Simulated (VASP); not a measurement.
CdAs2C:

```
Cd As C
1.0
     3.67636    0.00000    0.00000
     0.00000    3.67636    0.00000
     0.00000    0.00000    5.19915
Cd As C
1 2 1
Direct
  0.00000 0.00000 0.00000
  0.00000 0.50000 0.25000
  0.50000 0.00000 0.75000
  0.50000 0.50000 0.50000
```

* Program: VASP 6.6.1
* Task: relaxation of cell and atoms
* Functional: PBEsol
* Potentials or basis: VASP PAW PBE potentials, release 64 (Cd, As, C)
* Cutoff: 600 eV
* k mesh: 6 × 6 × 4
* Occupations: fermi-dirac, width 0.03 eV
* Spin: no spin polarisation

At the start: pressure 20.5 GPa; volume 17.57 Å³/atom.

Problem. Where does the relaxation end?

Solution. Over 17 steps the energy falls by 722.7 meV/atom and the volume is 18.81 Å³/atom (+7.1 %); space group P-4m2 (No. 115, to 0.1 Å) before and after.

Step by step:
| step | energy change (eV) | largest force (eV/Å) | pressure (GPa) | volume (Å³) |
| --- | --- | --- | --- | --- |
| 1 | 0.0000 | 6.3579 | 20.47 | 70.27 |
| 2 | -1.5827 | 0.3483 | -10.70 | 95.65 |
| 3 | -1.9388 | 1.5250 | -6.04 | 86.00 |
| 4 | -1.9393 | 1.5934 | -5.76 | 85.64 |
| 5 | -2.4627 | 0.6182 | -2.83 | 79.78 |
| 6 | -2.6222 | 0.2660 | 1.07 | 75.49 |
| 7 | -2.6237 | 0.3786 | 1.62 | 75.01 |
| 8 | -2.7781 | 0.5941 | 0.86 | 75.50 |
| 9 | -2.8489 | 0.7373 | 0.25 | 75.79 |
| 10 | -2.8871 | 0.0561 | -1.01 | 76.28 |
| 11 | -2.8871 | 0.0310 | -1.05 | 76.30 |
| 12 | -2.8884 | 0.0620 | 0.85 | 74.47 |
| 13 | -2.8907 | 0.0157 | -0.01 | 75.27 |
| 14 | -2.8907 | 0.0145 | -0.03 | 75.29 |
| 15 | -2.8908 | 0.0004 | -0.01 | 75.27 |
| 16 | -2.8909 | 0.0192 | 0.02 | 75.24 |
| 17 | -2.8909 | 0.0079 | -0.02 | 75.25 |

Final structure:
```yaml
crystal:
  lattice:
    - [3.45469, 0.00000, 0.00000]
    - [0.00000, 3.45469, 0.00000]
    - [0.00000, 0.00000, 6.30546]
  atoms:
    - { symbol: Cd, position: [0.00000, 0.00000, 0.00000] }
    - { symbol: As, position: [0.00000, 0.50000, 0.31991] }
    - { symbol: As, position: [0.50000, 0.00000, 0.68009] }
    - { symbol: C, position: [0.50000, 0.50000, 0.50000] }
```

Caveat: a cell axis changed by over 15 % at a fixed basis, so the end point is rough; the PAW data sets were made with another functional, which shifts forces and pressure a little.
